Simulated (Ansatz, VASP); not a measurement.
One calculation of W, two programs

Contents of INCAR:

```
SYSTEM = W
PREC = Accurate
ENCUT = 520
EDIFF = 1E-6
ISMEAR = -1
SIGMA = 0.1
LREAL = .False.
LASPH = .True.
NELM = 80
ALGO = Normal
ISIF = 2
LWAVE = .False.
LCHARG = .False.
GGA = PE
NBANDS = 21
```

The input KPOINTS:

```
regular mesh
0
Gamma
  15 15 7
  0 0 0
```

Contents of POSCAR:

```
W
1.0
    2.7774629407      0.0000000000      0.0000000000
   -1.3887314704      2.4053534647      0.0000000000
    0.0000000000      0.0000000000      4.9482337544
W
2
Direct
    0.3333333333      0.6666666667      0.2500000000
    0.6666666667      0.3333333333      0.7500000000
```

Input for Ansatz:

```yaml
crystal:
  lattice:
    - [2.7774629407, 0.0, 0.0]
    - [-1.3887314704, 2.4053534647, 0.0]
    - [0.0, 0.0, 4.9482337544]
  atoms:
    - { symbol: W, position: [0.3333333333, 0.6666666667, 0.25] }
    - { symbol: W, position: [0.6666666667, 0.3333333333, 0.75] }
hamiltonian:
  xc: pbe
  pseudopotentials:
    kind: paw
    azcp:
      W: "pseudopotentials/W.paw.azcp"
basis:
  ecutwfc: 420
  fft_grid_basis: typed
kpoints:
  mp_grid: { grid: [15, 15, 7], shift: [0, 0, 0] }
magnetization:
  spin_polarized: false
scf:
  occupations: { method: fermi_dirac, width: 0.1 }
  lower_state_search: "off"
output:
  stress: true
```

Alike in both runs: task single point; functional PBE; k mesh 15 × 15 × 7; occupations fermi-dirac, width 0.1 eV; no spin polarisation.

|  | VASP | Ansatz |
| --- | --- | --- |
| version | VASP 6.6.1 | Ansatz 0.2.0 |
| potentials or method | VASP PAW PBE potentials, release 64 (W_sv), cutoff 520 eV | plane waves (420 eV) with PAW, scalar-relativistic |
| valence electrons in the cell | 28 | 28 |

Ansatz gave:

- pressure (GPa): 0.0
- traceless stress, the component that is largest in VASP (GPa): -0.22

Question: What did VASP give for the same quantities?

Answer: Pressure (GPa): 0.4; traceless stress, the component that is largest in VASP (GPa): -0.34.

Neither program's run includes spin-orbit coupling.
